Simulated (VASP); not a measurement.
A run of VASP 6.6.1:

File POSCAR:

```
AlN
1.0
   -0.0385909120      2.1899830288      2.1899830288
    2.1899830288     -0.0385909120      2.1899830288
    2.1899830288      2.1899830288     -0.0385909120
Al N
1 1
Direct
   -0.0010508975     -0.0010508975     -0.0010508975
    0.2510508975      0.2510508975      0.2510508975
```

The input INCAR.step1:

```
SYSTEM = AlN
  ALGO = Normal
  EDIFF = 1E-4
  ENCUT = 520
  GGA = PE
  ISMEAR = 0
  LASPH = .True.
  LCHARG = .False.
  LREAL = .False.
  LWAVE = .True.
  NBANDS = 11
  NELM = 100
  PREC = Accurate
  SIGMA = 0.01
```

Contents of INCAR.step2:

```
SYSTEM = AlN
  ALGO = Normal
  EDIFF = 1E-6
  ENCUT = 520
  ISIF = 2
  ISMEAR = 0
  ISTART = 1
  LASPH = .True.
  LCHARG = .False.
  LMIXTAU = .True.
  LREAL = .False.
  LWAVE = .False.
  METAGGA = R2SCAN
  NBANDS = 11
  NELM = 100
  PREC = Accurate
  SIGMA = 0.01
```

File KPOINTS:

```
k-points
0
Gamma
  10 10 10
  0 0 0
```

Potentials or basis: VASP PAW PBE potentials, release 64 (Al, N).

Command:

```console
$ cat potpaw_PBE.64/Al/POTCAR potpaw_PBE.64/N/POTCAR > POTCAR
$ cp INCAR.step1 INCAR
$ mpirun -np 1 vasp_std > vasp.out
$ cp INCAR.step2 INCAR
$ mpirun -np 1 vasp_std > vasp.out
```

Hardware: 1 thread of Intel(R) Xeon(R) 6975P-C (Granite Rapids) (shared host).

Q: How long does it take, and how much memory?

A: Wall time 25 s on 1 thread of Intel(R) Xeon(R) 6975P-C (Granite Rapids), with other jobs on the host, peak memory 0.15 GiB. Counts: k points 116.
